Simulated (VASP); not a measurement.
# MgS (F-43m) in VASP: vibrations by perturbation theory with LDA

Aim: the vibrations by perturbation theory of MgS with LDA.

Everything below comes from runs of VASP 6.6.1. Logs are shortened: lines on timing, memory, paths and dates and some standing lists are left out, and cuts for length are marked.

## 1. The cell of the first run

Symmetry: F-43m, No. 216, cubic system. The conventional cell has a = 5.666 Å, b = 5.666 Å, c = 5.666 Å, α = 90.00°, β = 90.00°, γ = 90.00°. Within 3.2 Å of Mg (site symmetry -43m) lie 4 S at 2.45 Å. Within 3.2 Å of S (site symmetry -43m) lie 4 Mg at 2.45 Å.

## 2. Vibrations by perturbation theory, LDA

File INCAR:

```
SYSTEM = MgS
PREC = Accurate ; ENCUT = 520
EDIFF = 1E-8 ; ISMEAR = 1
SIGMA = 0.05 ; LREAL = .False.
LASPH = .True. ; NELM = 100
ALGO = Normal ; ISIF = 2
LWAVE = .False. ; LCHARG = .False.
GGA = CA ; IBRION = 8
NSW = 1
```

File KPOINTS:

```
Automatic mesh
0
Gamma
  3 3 3
  0 0 0
```

File POSCAR:

```
MgS
1.0
    0.0000000000      2.8331200000      2.8331200000
    2.8331200000      0.0000000000      2.8331200000
    2.8331200000      2.8331200000      0.0000000000
Mg S
1 1
Direct
    0.0000000000      0.0000000000      0.0000000000
    0.7500000000      0.7500000000      0.7500000000
```

Potentials or basis: VASP PAW LDA potentials, release 64 (Mg, S).

Run with:

```sh
cat potpaw_LDA.64/Mg/POTCAR potpaw_LDA.64/S/POTCAR > POTCAR
mpirun -np 1 vasp_std > vasp.out
```

OUTCAR:

```text
SYSTEM = MgS
   PREC = Accurate
   ENCUT = 520
   EDIFF = 1E-8
   ISMEAR = 1
   LREAL = .False.
   LASPH = .True.
   NELM = 100
   ISIF = 2
   GGA = CA
   IBRION = 8
   NSW = 1

 ion  position               nearest neighbor table
   1  0.000  0.000  0.000-   2 2.45   2 2.45   2 2.45   2 2.45
   2  0.750  0.750  0.750-   1 2.45   1 2.45   1 2.45   1 2.45

  LATTYP: Found a face centered cubic cell.
 ALAT       =     5.6662400000

  Lattice vectors:

 A1 = (   0.0000000000,   2.8331200000,   2.8331200000)
 A2 = (   2.8331200000,   0.0000000000,   2.8331200000)
 A3 = (   2.8331200000,   2.8331200000,   0.0000000000)

Analysis of symmetry for initial positions (statically):
=====================================================================
 Subroutine PRICEL returns:
 Original cell was already a primitive cell.

 Routine SETGRP: Setting up the symmetry group for a
 face centered cubic supercell.

 Subroutine GETGRP returns: Found 24 space group operations
 (whereof 24 operations were pure point group operations)
 out of a pool of 48 trial point group operations.

The static configuration has the point symmetry T_d .

Analysis of symmetry for dynamics (positions and initial velocities):
=====================================================================
 Subroutine PRICEL returns:
 Original cell was already a primitive cell.

 Routine SETGRP: Setting up the symmetry group for a
 face centered cubic supercell.

 Subroutine GETGRP returns: Found 24 space group operations
 (whereof 24 operations were pure point group operations)
 out of a pool of 48 trial point group operations.

The dynamic configuration has the point symmetry T_d .

 Subroutine INISYM returns: Found 24 space group operations
 (whereof 24 operations are pure point group operations),
 and found     1 'primitive' translations

----------------------------------------------------------------------------------------

                                     Primitive cell

  volume of cell :      45.4805

  direct lattice vectors                    reciprocal lattice vectors
     0.000000000  2.833120000  2.833120000    -0.176483876  0.176483876  0.176483876
     2.833120000  0.000000000  2.833120000     0.176483876 -0.176483876  0.176483876
     2.833120000  2.833120000  0.000000000     0.176483876  0.176483876 -0.176483876

  length of vectors
     4.006636728  4.006636728  4.006636728     0.305679041  0.305679041  0.305679041

  position of ions in fractional coordinates (direct lattice)
     0.000000000  0.000000000  0.000000000
     0.750000000  0.750000000  0.750000000

  ion indices of the primitive-cell ions
   primitive index   ion index
                 1           1
                 2           2

----------------------------------------------------------------------------------------

 KPOINTS: Automatic mesh

Automatic generation of k-mesh.
 Grid dimensions read from file:
 generate k-points for:    3    3    3

 Generating k-lattice:

  Cartesian coordinates                     Fractional coordinates (reciprocal lattice)
    -0.058827959  0.058827959  0.058827959     0.333333333  0.000000000  0.000000000
     0.058827959 -0.058827959  0.058827959     0.000000000  0.333333333  0.000000000
     0.058827959  0.058827959 -0.058827959     0.000000000  0.000000000  0.333333333

  Length of vectors
     0.101893014  0.101893014  0.101893014

  Shift w.r.t. Gamma in fractional coordinates (k-lattice)
     0.000000000  0.000000000  0.000000000

[... 56 lines left out ...]
   AEXX    =    0.0000 exact exchange contribution
   IVDW    =     0    specifies the selected vdW correction
   LEPSILON=     F    determine dielectric tensor
   LRPA    =     F    only Hartree local field effects (RPA)
 non-spin polarized calculation
 Methfessel and Paxton  Order N= 1 SIGMA  =   0.05
  energy-cutoff  :      520.00
  volume of cell :       45.48
 maximum number of plane-waves:      1243
 NGX is ok and might be reduce to    30
   NGX = 15   NGY = 15   NGZ = 15

--------------------------------------- Ionic step        1  -------------------------------------------

 number of electron       8.0000001 magnetization

 Free energy of the ion-electron system (eV)
  ---------------------------------------------------
  ext. energy  EPLUGINS =         0.00000000
  ---------------------------------------------------
  free energy    TOTEN  =        -9.27659210 eV

  energy without entropy =       -9.27691421  energy(sigma->0) =       -9.27669947

 E-fermi :   0.9817     XC(G=0):  -8.7381

 val. band max:        0.9395734682   @ k =   0.0000   0.0000   0.0000
 cond. band min:       4.0859896124   @ k =   0.0000   0.0000   0.0000
 fundamental gap:      3.1464161441
 Fermi energy:         0.9816674175

 k-point     1 :       0.0000    0.0000    0.0000
  band No.  band energies     occupation
      1     -10.2887      2.00000
      2       0.9396      2.00000
      3       0.9396      2.00000
      4       0.9396      2.00000
      5       4.0860      0.00000
      6       8.6564      0.00000
      7       8.6564      0.00000
      8       8.6564      0.00000
[... 23 lines left out ...]
 k-point     4 :      -0.3333    0.3333    0.0000
  band No.  band energies     occupation
      1      -9.4094      2.00000
      2      -1.5485      2.00000
      3      -1.1153      2.00000
      4       0.2535      2.00000
      5       5.9867      0.00000
      6       8.1063      0.00000
      7       9.6365      0.00000
      8      10.2309      0.00000

------------------------ aborting loop because EDIFF is reached ----------------------------------------

  FORCE on cell =-STRESS in cart. coord.  units (eV):
  Direction    XX          YY          ZZ          XY          YZ          ZX
  --------------------------------------------------------------------------------------
  -------------------------------------------------------------------------------------
  Total       -0.5719561     -0.5719561     -0.5719561     -0.0000000      0.0000000     -0.0000000
  in kB      -20.1487612    -20.1487612    -20.1487612     -0.0000000      0.0000000     -0.0000000
  external PRESSURE =     -20.1487612 kB  Pullay stress =       0.0000000 kB

 VOLUME and BASIS-vectors are now :
 -----------------------------------------------------------------------------
  energy-cutoff  :      520.00
  volume of cell :       45.48
      direct lattice vectors                 reciprocal lattice vectors
     0.000000000  2.833120000  2.833120000    -0.176483876  0.176483876  0.176483876
     2.833120000  0.000000000  2.833120000     0.176483876 -0.176483876  0.176483876
     2.833120000  2.833120000  0.000000000     0.176483876  0.176483876 -0.176483876

 POSITION                                       TOTAL-FORCE (eV/Angst)
 -----------------------------------------------------------------------------------
      0.00000      0.00000      0.00000         0.000000      0.000000      0.000000
      4.24968      4.24968      4.24968        -0.000000     -0.000000     -0.000000
 -----------------------------------------------------------------------------------
    total drift:                                0.000000      0.000000      0.000000

  FREE ENERGIE OF THE ION-ELECTRON SYSTEM (eV)
  ---------------------------------------------------
  free  energy   TOTEN  =        -9.2765921004 eV

  energy  without entropy=       -9.2769142063  energy(sigma->0) =       -9.27669947

[... ionic steps 2 to 3 ...]

--------------------------------------- Ionic step        4  -------------------------------------------

------------------------ aborting loop because EDIFF is reached ----------------------------------------

[... ionic steps 5 to 6 ...]

--------------------------------------- Ionic step        7  -------------------------------------------

 Free energy of the ion-electron system (eV)
  ---------------------------------------------------
  ---------------------------------------------------
  free energy    TOTEN  =        -0.10869932 eV

  energy without entropy =       -0.10869931

------------------------ aborting loop because EDIFF is reached ----------------------------------------

 INTERNAL STRAIN TENSOR  FOR ION    2  DIRECTION 1   (eV/Angst):
 -----------------------------------------------------------------------------
     0.08215 -0.00000  0.00000
    -0.00000 -0.03925  5.72192
     0.00000  5.72192 -0.03925

 INTERNAL STRAIN TENSOR FOR ION    2 for displacements in x,y,z  (eV/Angst):
          X           Y           Z          XY          YZ          ZX
  --------------------------------------------------------------------------------
  x     0.00000    -0.00000    -0.00000     0.00000     5.72192     0.00000
  y     0.00000     0.00000     0.00000    -0.00000     0.00000     5.72192
  z    -0.00000    -0.00000     0.00000     5.72192     0.00000     0.00000

 SECOND DERIVATIVES (NOT SYMMETRIZED)
 ------------------------------------
               1X          1Y          1Z          2X          2Y          2Z
  1X    -4.901199    0.000000    0.000000    4.901199    0.000000    0.000000
  1Y     0.000000   -4.901199    0.000000    0.000000    4.901199    0.000000
  1Z     0.000000    0.000000   -4.901199    0.000000    0.000000    4.901199
  2X     4.904313    0.000000    0.000000   -4.904313    0.000000    0.000000
  2Y     0.000000    4.904313    0.000000    0.000000   -4.904313    0.000000
  2Z     0.000000    0.000000    4.904313    0.000000    0.000000   -4.904313

 Eigenvectors and eigenvalues of the dynamical matrix
 ----------------------------------------------------

   1 f  =    9.309343 THz    58.492327 2PiTHz  310.526257 cm-1    38.500332 meV
             X         Y         Z           dx          dy          dz
      0.000000  0.000000  0.000000     0.000000    0.754111    0.000000
      4.249680  4.249680  4.249680     0.000000   -0.656747    0.000000
[... 21 lines left out ...]
   6 f/i=    0.001464 THz     0.009199 2PiTHz    0.048837 cm-1     0.006055 meV
             X         Y         Z           dx          dy          dz
      0.000000  0.000000  0.000000     0.000000    0.000000   -0.656747
      4.249680  4.249680  4.249680     0.000000    0.000000   -0.754111

--------------------------------------------------------------------------------------------------------

 ELASTIC MODULI CONTR FROM IONIC RELAXATION (kBar)
 Direction    XX          YY          ZZ          XY          YZ          ZX
 --------------------------------------------------------------------------------
 XX          -0.0000      0.0000      0.0000      0.0000     -0.0000     -0.0000
 YY           0.0000     -0.0000      0.0000      0.0000      0.0000      0.0000
 ZZ           0.0000      0.0000     -0.0000     -0.0000      0.0000     -0.0000
 XY           0.0000      0.0000     -0.0000   -231.4628     -0.0000      0.0000
 YZ          -0.0000      0.0000      0.0000     -0.0000   -231.4628     -0.0000
 ZX          -0.0000      0.0000     -0.0000      0.0000     -0.0000   -231.4628
 --------------------------------------------------------------------------------
```

Wall time 43 s (1 thread of AMD EPYC 7R13, shared host); peak memory 0.13 GiB.

What came out:

```
Highest phonon frequency at Γ, LO-TO splitting left out : 311 cm⁻¹
```

Phonon frequencies in cm⁻¹ (negative: imaginary):
```csv
q point,frequencies
"(0.000, 0.000, 0.000)",0 0 0 311 311 311
```

Caveat: the k points lie up to 0.64 Å⁻¹ apart; the cell wasn't relaxed at this level first, which shifts response properties.
